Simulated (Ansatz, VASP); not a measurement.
## One calculation of RbCaH3, two programs

File INCAR:

```
SYSTEM = RbCaH3
PREC = Accurate ; ENCUT = 520
EDIFF = 1E-7 ; ISMEAR = 0
SIGMA = 0.05 ; LREAL = .False.
LASPH = .True. ; NELM = 100
ALGO = Normal ; ISIF = 2
LWAVE = .False. ; LCHARG = .False.
GGA = CA ; NBANDS = 19
```

File KPOINTS:

```
regular mesh
0
Gamma
  6 6 6
  0 0 0
```

Contents of POSCAR:

```
RbCaH3
1.0
    4.0923000000      0.0000000000      0.0000000000
    0.0000000000      4.0923000000      0.0000000000
    0.0000000000      0.0000000000      4.5470000000
Rb Ca H
1 1 3
Direct
    0.0000000000      0.0000000000      0.0000000000
    0.5000000000      0.5000000000      0.5000000000
    0.0000000000      0.5000000000      0.5000000000
    0.5000000000      0.0000000000      0.5000000000
    0.5000000000      0.5000000000      0.0000000000
```

Input for Ansatz:

```yaml
crystal:
  lattice:
    - [4.0923, 0.0, 0.0]
    - [0.0, 4.0923, 0.0]
    - [0.0, 0.0, 4.547]
  atoms:
    - { symbol: Rb, position: [0.0, 0.0, 0.0] }
    - { symbol: Ca, position: [0.5, 0.5, 0.5] }
    - { symbol: H, position: [0.0, 0.5, 0.5] }
    - { symbol: H, position: [0.5, 0.0, 0.5] }
    - { symbol: H, position: [0.5, 0.5, 0.0] }
basis:
  ecutwfc: 420
kpoints:
  mp_grid: { grid: [6, 6, 6] }
hamiltonian:
  xc: lda
scf:
  occupations: { method: gaussian, width: 0.05 }
output:
  forces: true
  stress: true
  eigenvalues: true
```

Change from the starting cell: strain -0.1000 x Voigt [1, 1, 0, 0, 0, 0], atoms carried along.

Alike in both runs: task single point; functional LDA; k mesh 6 × 6 × 6; occupations gaussian, width 0.05 eV; no spin polarisation.

```csv
,VASP,Ansatz
version,VASP 6.6.1,Ansatz 0.2.0
potentials or method,"VASP PAW LDA potentials, release 64 (Rb_sv, Ca_sv, H), cutoff 520 eV","scalar-relativistic, plane waves, PAW"
valence electrons in the cell,22,22
```

|  | VASP | Ansatz | Ansatz less VASP |
| --- | --- | --- | --- |
| gap on the k mesh at the Fermi level (eV) | 2.47 | 2.49 | +0.019 |
| least direct gap on the mesh (eV) | 2.47 | 2.49 | +0.019 |
| pressure (GPa) | 4.6 | 4.5 | -0.11 |
| traceless stress, the component that is largest in VASP (GPa) | -4.93 | -4.88 | +0.053 |

LDA's correlation is that of Perdew and Zunger in VASP and of Perdew and Wang (1992) in Ansatz.
